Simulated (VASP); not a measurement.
A run of VASP 6.6.1:

File INCAR:

```
SYSTEM = ZnO
PREC = Accurate
ENCUT = 520
EDIFF = 1E-6
ISMEAR = 0
SIGMA = 0.02
LREAL = .False.
LASPH = .True.
NELM = 100
ALGO = Normal
ISIF = 2
LWAVE = .False.
LCHARG = .False.
GGA = PE
NBANDS = 16
```

The input KPOINTS:

```
regular mesh
0
Gamma
  6 6 8
  0 0 0
```

Contents of POSCAR:

```
ZnO
1.0
    4.9340705468      0.0000000000      0.0000000000
   -2.4670352734      4.2730304376      0.0000000000
    0.0000000000      0.0000000000      3.4589746673
Zn O
1 1
Direct
    0.0000000000      0.0000000000      0.0000000000
    0.0000000000      0.0000000000      0.5000000000
```

Potentials or basis: VASP PAW PBE potentials, release 64 (Zn, O).

The run is started by

```console
$ cat potpaw_PBE.64/Zn/POTCAR potpaw_PBE.64/O/POTCAR > POTCAR
$ mpirun -np 1 vasp_std > vasp.out
```

Hardware: 1 thread of Intel(R) Xeon(R) 6975P-C (Granite Rapids), on a shared host.

Q: How long does it take, and how much memory?

A: Run time: 16 s on 1 thread of Intel(R) Xeon(R) 6975P-C (Granite Rapids), with other jobs on the host, peak memory 0.21 GiB. Counts: scf iterations 15, k points 35.
